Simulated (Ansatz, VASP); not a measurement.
# Ge in VASP and in Ansatz

The input INCAR:

```
SYSTEM = Ge
PREC = Accurate ; ENCUT = 520
EDIFF = 1E-6 ; ISMEAR = 0
SIGMA = 0.3 ; LREAL = .FALSE.
LASPH = .TRUE. ; NELM = 100
ALGO = Normal ; ISIF = 2
LWAVE = .FALSE. ; LCHARG = .TRUE.
GGA = PE ; LELF = .TRUE.
LVHAR = .TRUE. ; NBANDS = 21
```

Contents of KPOINTS:

```
Automatic mesh
0
G
  10 10 10
  0 0 0
```

The input POSCAR:

```
Ge
1.0
    0.0000000000      2.8859759802      2.8859759802
    2.8859759802      0.0000000000      2.8859759802
    2.8859759802      2.8859759802      0.0000000000
Ge
2
Direct
    0.5000000000      0.5000000000      0.5000000000
    0.7500000000      0.7500000000      0.7500000000
```

Input for Ansatz:

```yaml
crystal:
  lattice:
    - [0.0, 2.8859759802, 2.8859759802]
    - [2.8859759802, 0.0, 2.8859759802]
    - [2.8859759802, 2.8859759802, 0.0]
  atoms:
    - { symbol: Ge, position: [0.5, 0.5, 0.5] }
    - { symbol: Ge, position: [0.75, 0.75, 0.75] }
hamiltonian:
  xc: pbe
  pseudopotentials:
    kind: paw
    azcp:
      Ge: "pseudopotentials/Ge.paw.azcp"
basis:
  ecutwfc: 420
  fft_grid_basis: typed
kpoints:
  mp_grid: { grid: [10, 10, 10], shift: [0, 0, 0] }
magnetization:
  spin_polarized: false
scf:
  occupations: { method: gaussian, width: 0.3 }
  lower_state_search: "off"
output:
  stress: true
```

Alike in both runs: task single point; functional PBE; k mesh 10 × 10 × 10; occupations gaussian, width 0.3 eV; no spin polarisation.

|  | VASP | Ansatz |
| --- | --- | --- |
| version | VASP 6.6.1 | Ansatz 0.2.0 |
| potentials or method | VASP PAW PBE potentials, release 64 (Ge_d), cutoff 520 eV | plane waves (420 eV) with PAW, scalar-relativistic |
| valence electrons in the cell | 28 | 28 |

```csv
,VASP,Ansatz,Ansatz less VASP
pressure (GPa),-0.4,-0.2,+0.11
```

The functional is the same, so the differences come from potentials, cutoffs and numerics.
